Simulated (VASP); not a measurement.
PtSe2 (Sudovikovite), 3 atoms in the cell. The structure is trigonal, space group P-3m1 (No. 164). Conventional cell: a = 3.718 Å, b = 3.718 Å, c = 5.819 Å, α = 90.00°, β = 90.00°, γ = 120.00°. Within 3.3 Å of Pt (site symmetry -3m) lie 6 Se at 2.52 Å. Within 3.3 Å of Se (site symmetry 3m) lie 3 Pt at 2.52 Å. 

- Program: VASP 6.6.1
- Task: single point
- Functional: r2SCAN
- Potentials or basis: VASP PAW PBE potentials, release 64 (Pt, Se)
- Cutoff: 520 eV
- k mesh: 8 × 8 × 5
- Occupations: fermi-dirac, width 0.05 eV
- Spin: no spin polarisation
- Dipole correction: no
- Further INCAR settings: ALGO = Normal; EDIFF = 1e-06; NBANDS = 18

Potentials or basis: VASP PAW PBE potentials, release 64 (Pt, Se).

The run is started by

```sh
$ cat potpaw_PBE.64/Pt/POTCAR potpaw_PBE.64/Se/POTCAR > POTCAR
$ cp INCAR.step1 INCAR
$ mpirun -np 1 vasp_std > vasp.out
$ cp INCAR.step2 INCAR
$ mpirun -np 1 vasp_std > vasp.out
```

Hardware: 1 thread of Intel(R) Xeon(R) Platinum 8488C (Sapphire Rapids), on a shared host.

Question: Estimate the wall time of this run.

Answer: It took 2.4 min on 1 thread of Intel(R) Xeon(R) Platinum 8488C (Sapphire Rapids), on a shared host, peak memory 0.22 GiB. Counts: k points 40.
